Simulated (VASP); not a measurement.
Set up this calculation in VASP 6.6.1, as the native input.

| Item | Value |
| --- | --- |
| Task | single point |
| Functional | r2SCAN |
| Potentials or basis | VASP PAW PBE potentials, release 64 (Si, O) |
| Cutoff | 520 eV |
| k mesh | 6 × 6 × 4 |
| Occupations | gaussian, width 0.02 eV |
| Spin | no spin polarisation |
| Dipole correction | no |
| Further INCAR settings | ALGO = Normal; EDIFF = 1e-06; NBANDS = 44 |

The system is SiO2.

```
Si O
1.0
     4.80032    0.00000    0.00000
     0.00000    4.80032    0.00000
     0.00000    0.00000    7.44957
Si O
4 8
Direct
  0.00000 0.00000 0.00000
  0.00000 0.50000 0.25000
  0.50000 0.50000 0.50000
  0.50000 0.00000 0.75000
  0.10683 0.25000 0.12500
  0.25000 0.60683 0.37500
  0.75000 0.39317 0.37500
  0.89317 0.75000 0.12500
  0.60683 0.75000 0.62500
  0.75000 0.10683 0.87500
  0.25000 0.89317 0.87500
  0.39317 0.25000 0.62500
```

This cell differs from its parent crystal: biaxial strain in the a-b plane: -3.0 %.

One way to write it, as run:

POSCAR

```
SiO2
1.0
    4.8003187254      0.0000000000      0.0000000000
    0.0000000000      4.8003187254      0.0000000000
    0.0000000000      0.0000000000      7.4495743588
Si O
4 8
Direct
    0.0000000000      0.0000000000      0.0000000000
    0.0000000000      0.5000000000      0.2500000000
    0.5000000000      0.5000000000      0.5000000000
    0.5000000000      0.0000000000      0.7500000000
    0.1068348430      0.2500000000      0.1250000000
    0.2500000000      0.6068348430      0.3750000000
    0.7500000000      0.3931651570      0.3750000000
    0.8931651570      0.7500000000      0.1250000000
    0.6068348430      0.7500000000      0.6250000000
    0.7500000000      0.1068348430      0.8750000000
    0.2500000000      0.8931651570      0.8750000000
    0.3931651570      0.2500000000      0.6250000000
```

INCAR.step1

```
PREC     = Accurate       # precision mode
ENCUT    = 520            # plane-wave cutoff, eV
ISMEAR   = 0              # smearing method
SIGMA    = 0.02           # smearing width, eV
LREAL    = F              # projectors in reciprocal space
LASPH    = T              # aspherical terms in the spheres
NELM     = 100            # most SCF steps
NBANDS   = 44             # bands
GGA      = PE             # functional
ALGO     = Normal         # electronic algorithm
EDIFF    = 1E-4           # SCF threshold, eV
LWAVE    = T              # write WAVECAR
LCHARG   = F              # write CHGCAR
```

INCAR.step2

```
PREC     = Accurate       # precision mode
ENCUT    = 520            # plane-wave cutoff, eV
EDIFF    = 1E-6           # SCF threshold, eV
ISMEAR   = 0              # smearing method
SIGMA    = 0.02           # smearing width, eV
LREAL    = F              # projectors in reciprocal space
LASPH    = T              # aspherical terms in the spheres
NELM     = 100            # most SCF steps
ALGO     = Normal         # electronic algorithm
ISIF     = 2              # what is computed and relaxed
LWAVE    = F              # write WAVECAR
LCHARG   = F              # write CHGCAR
METAGGA  = R2SCAN         # meta-GGA
LMIXTAU  = T            
NBANDS   = 44             # bands
ISTART   = 1
```

KPOINTS

```
Automatic mesh
0
Gamma
  6 6 4
```

Potentials or basis: VASP PAW PBE potentials, release 64 (Si, O).

The run is started by

```bash
$ cat potpaw_PBE.64/Si/POTCAR potpaw_PBE.64/O/POTCAR > POTCAR
$ cp INCAR.step1 INCAR
$ mpirun -np 1 vasp_std > vasp.out
$ cp INCAR.step2 INCAR
$ mpirun -np 1 vasp_std > vasp.out
```

It gave:

| Item | Value |
| --- | --- |
| Pressure | 3.7 GPa |
| Largest force | 0.260 eV/Å |
| Band gap on the k mesh | 6.70 eV |

Caveat: the cell differs from its parent crystal (biaxial strain in the a-b plane: -3.0 %); the cell stands under pressure; the PAW data sets were made with another functional, which shifts forces and pressure a little.

Wall time 16 min on 1 thread of Intel Xeon 8259CL, with other jobs on the host, peak memory 0.37 GiB.
